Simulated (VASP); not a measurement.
# Ta2Mo (Fd-3m) in VASP: further runs, part 2 of 2

VASP 6.6.1.

### 3 Single point, PBE

This run uses another cell than the first one, of 18.37 Å³/atom, 1.143 times its volume.

The input, INCAR:

```
PREC     = Accurate       # precision mode
ENCUT    = 520            # plane-wave cutoff, eV
EDIFF    = 1E-6           # SCF threshold, eV
ISMEAR   = 0              # smearing method
SIGMA    = 0.1            # smearing width, eV
LREAL    = F              # projectors in reciprocal space
LASPH    = T              # aspherical terms in the spheres
NELM     = 100            # most SCF steps
ALGO     = Normal         # electronic algorithm
ISIF     = 2              # what is computed and relaxed
LWAVE    = F              # write WAVECAR
LCHARG   = T              # write CHGCAR
GGA      = PE             # functional
LELF     = T              # ELF
LVHAR    = T            
NBANDS   = 45             # bands
```

The input, KPOINTS:

```
Automatic mesh
0
Gamma
  4 4 4
```

The input, POSCAR:

```
Ta2Mo
1.0
    0.0000000000      3.8055380194      3.8055380194
    3.8055380194      0.0000000000      3.8055380194
    3.8055380194      3.8055380194      0.0000000000
Ta Mo
4 2
Direct
    0.6250000000      0.6250000000      0.1250000000
    0.6250000000      0.1250000000      0.6250000000
    0.6250000000      0.6250000000      0.6250000000
    0.1250000000      0.6250000000      0.6250000000
    0.2500000000      0.2500000000      0.2500000000
    0.0000000000      0.0000000000      0.0000000000
```

Potentials or basis: VASP PAW PBE potentials, release 64 (Ta_pv, Mo_sv).

On the command line:

```bash
cat potpaw_PBE.64/Ta_pv/POTCAR potpaw_PBE.64/Mo_sv/POTCAR > POTCAR
mpirun -np 1 vasp_std > vasp.out
```

OUTCAR:

```text
PREC = Accurate
   ENCUT = 520
   EDIFF = 1E-6
   ISMEAR = 0
   LREAL = F
   LASPH = T
   NELM = 100
   ISIF = 2
   GGA = PE

 ion  position               nearest neighbor table
   1  0.625  0.625  0.125-   3 2.69   2 2.69   3 2.69   4 2.69   2 2.69   4 2.69   5 3.16   5 3.16
                             6 3.16   6 3.16   5 3.16   6 3.16
   2  0.625  0.125  0.625-   3 2.69   1 2.69   1 2.69   3 2.69   4 2.69   4 2.69   6 3.16   5 3.16
                             5 3.16   6 3.16   5 3.16   6 3.16
   3  0.625  0.625  0.625-   1 2.69   2 2.69   4 2.69   1 2.69   2 2.69   4 2.69   5 3.16   6 3.16
                             5 3.16   6 3.16   5 3.16   6 3.16
   4  0.125  0.625  0.625-   3 2.69   1 2.69   2 2.69   1 2.69   2 2.69   3 2.69   6 3.16   5 3.16
                             6 3.16   5 3.16   6 3.16   5 3.16
   5  0.250  0.250  0.250-   1 3.16   2 3.16   4 3.16   2 3.16   3 3.16   4 3.16   1 3.16   3 3.16
                             4 3.16   1 3.16   2 3.16   3 3.16   6 3.30   6 3.30   6 3.30   6 3.30
   6  0.000  0.000  0.000-   1 3.16   2 3.16   3 3.16   1 3.16   3 3.16   4 3.16   2 3.16   3 3.16
                             4 3.16   1 3.16   2 3.16   4 3.16   5 3.30   5 3.30   5 3.30   5 3.30

  LATTYP: Found a face centered cubic cell.
 ALAT       =     7.6110760388

  Lattice vectors:

[... 179 lines left out ...]
  band No.  band energies     occupation
      1     -54.1960      2.00000
      2     -54.1756      2.00000
      3     -28.3520      2.00000
      4     -28.2257      2.00000
      5     -28.2257      2.00000
      6     -28.2257      2.00000
[... 373 lines left out ...]
     44       9.1623      0.00000
     45       9.5935      0.00000

------------------------ aborting loop because EDIFF is reached ----------------------------------------

  FORCE on cell =-STRESS in cart. coord.  units (eV):
  Direction    XX          YY          ZZ          XY          YZ          ZX
  --------------------------------------------------------------------------------------
  -------------------------------------------------------------------------------------
  Total       -0.0428655     -0.0428655     -0.0428655     -0.0000000     -0.0000000      0.0000000
  in kB       -0.6230744     -0.6230744     -0.6230744     -0.0000000     -0.0000000      0.0000000
  external PRESSURE =      -0.6230744 kB  Pullay stress =       0.0000000 kB

 VOLUME and BASIS-vectors are now :
 -----------------------------------------------------------------------------
  energy-cutoff  :      520.00
  volume of cell :      110.22
      direct lattice vectors                 reciprocal lattice vectors
     0.000000000  3.805538019  3.805538019    -0.131387467  0.131387467  0.131387467
     3.805538019  0.000000000  3.805538019     0.131387467 -0.131387467  0.131387467
     3.805538019  3.805538019  0.000000000     0.131387467  0.131387467 -0.131387467

 POSITION                                       TOTAL-FORCE (eV/Angst)
 -----------------------------------------------------------------------------------
      2.85415      2.85415      4.75692         0.000000      0.000000     -0.000000
      2.85415      4.75692      2.85415         0.000000      0.000000     -0.000000
      4.75692      4.75692      4.75692         0.000000     -0.000000      0.000000
      4.75692      2.85415      2.85415        -0.000000     -0.000000      0.000000
      1.90277      1.90277      1.90277        -0.000000     -0.000000     -0.000000
      0.00000      0.00000      0.00000         0.000000      0.000000      0.000000
 -----------------------------------------------------------------------------------
    total drift:                                0.000000      0.000000      0.000000

  FREE ENERGIE OF THE ION-ELECTRON SYSTEM (eV)
  ---------------------------------------------------
  free  energy   TOTEN  =       -66.7147001532 eV

  energy  without entropy=      -66.6883446626  energy(sigma->0) =      -66.70152241
```

OSZICAR:

```text
N       E                     dE             d eps       ncg     rms          rms(c)
DAV:   1     0.800089312626E+03    0.80009E+03   -0.40331E+04   720   0.167E+03
DAV:   2    -0.328240399543E+02   -0.83291E+03   -0.81556E+03   784   0.514E+02
DAV:   3    -0.713893856594E+02   -0.38565E+02   -0.37575E+02   928   0.102E+02
DAV:   4    -0.722538260864E+02   -0.86444E+00   -0.85831E+00   864   0.135E+01
DAV:   5    -0.722780288127E+02   -0.24203E-01   -0.24179E-01   934   0.188E+00    0.347E+01
DAV:   6    -0.737278479797E+02   -0.14498E+01   -0.76932E+01   884   0.403E+01    0.216E+01
DAV:   7    -0.679109501624E+02    0.58169E+01   -0.73954E+01   872   0.232E+01    0.149E+01
DAV:   8    -0.667156995358E+02    0.11953E+01   -0.52752E+00   844   0.105E+01    0.262E+00
DAV:   9    -0.667183106018E+02   -0.26111E-02   -0.36416E-01   902   0.257E+00    0.153E+00
DAV:  10    -0.667146872856E+02    0.36233E-02   -0.17908E-02   907   0.735E-01    0.241E-01
DAV:  11    -0.667147200988E+02   -0.32813E-04   -0.12160E-03   840   0.163E-01    0.789E-02
DAV:  12    -0.667146991211E+02    0.20978E-04   -0.16322E-04   958   0.542E-02    0.243E-02
DAV:  13    -0.667147010567E+02   -0.19356E-05   -0.20772E-05   840   0.191E-02    0.139E-02
DAV:  14    -0.667146994274E+02    0.16293E-05   -0.33774E-06   704   0.976E-03    0.617E-03
DAV:  15    -0.667147001532E+02   -0.72580E-06   -0.66727E-07   480   0.479E-03
   1 F= -.66714700E+02 E0= -.66701522E+02  d E =-.263555E-01
```

It took 22 s on 1 thread of Intel Xeon 6975P-C (Granite Rapids), shared host; peak memory 0.24 GiB.

What came out:

```
Free energy            : -66.7147 eV
Pressure               : -0.1 GPa
Band gap on the k mesh : zero (band 36 reaches 7.29 eV, above the bottom of band 37 at 6.89 eV)
```

Levels at points of the mesh, in eV from the Fermi level:
| k point | band 32 | band 33 | band 34 | band 35 | band 36 | band 37 | band 38 | band 39 | band 40 | band 41 |
| --- | --- | --- | --- | --- | --- | --- | --- | --- | --- | --- |
| (0.00, 0.00, 0.00) | -1.62 | -0.79 | -0.79 | -0.79 | 0.34 | 0.34 | 0.34 | 0.69 | 0.69 | 3.21 |
| (0.50, 0.00, 0.00) | -1.16 | -1.09 | -0.58 | -0.58 | -0.26 | -0.06 | -0.06 | 0.58 | 1.51 | 1.51 |
| (0.50, 0.50, 0.00) | -1.52 | -1.48 | -1.48 | -0.57 | -0.57 | 0.53 | 0.53 | 0.59 | 0.59 | 2.22 |

Caveat: spin-orbit coupling is left out, which moves the levels of the heavy elements.
